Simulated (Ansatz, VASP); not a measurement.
## One calculation of BaTiO3, two programs

```
Ba Ti O
1.0
     4.34077    0.00000    0.00000
     0.00000    4.34077    0.00000
     0.00000    0.00000    3.85851
Ba Ti O
1 1 3
Direct
  0.00000 0.00000 0.00000
  0.50000 0.50000 0.50000
  0.50000 0.50000 0.00000
  0.50000 0.00000 0.50000
  0.00000 0.50000 0.50000
```

Change from the starting cell: strain +0.080 along x and y, -0.040 along z, atoms carried along.

Alike in both runs: task single point; functional PBE; k mesh 8 × 8 × 8; occupations gaussian, width 0.05 eV; no spin polarisation.

```csv
,VASP,Ansatz
version,VASP 6.6.1,Ansatz 0.2.0
potentials or method,"VASP PAW PBE potentials, release 64 (Ba_sv, Ti_sv, O), cutoff 520 eV","scalar-relativistic, plane waves, PAW"
valence electrons in the cell,40,40
```

Ansatz gave:

| Item | Value |
| --- | --- |
| gap on the k mesh at the Fermi level (eV) | 1.37 |
| least direct gap on the mesh (eV) | 1.57 |
| pressure (GPa) | -11.9 |
| traceless stress, the component that is largest in VASP (GPa) | 10.44 |

Task: Which values does VASP return?

Result: gap on the k mesh at the Fermi level (eV): 1.32; least direct gap on the mesh (eV): 1.54; pressure (GPa): -10.7; traceless stress, the component that is largest in VASP (GPa): 10.80.

With one functional, cell and mesh, what is left measures potentials, basis and numerics.

Spin-orbit coupling is off throughout.
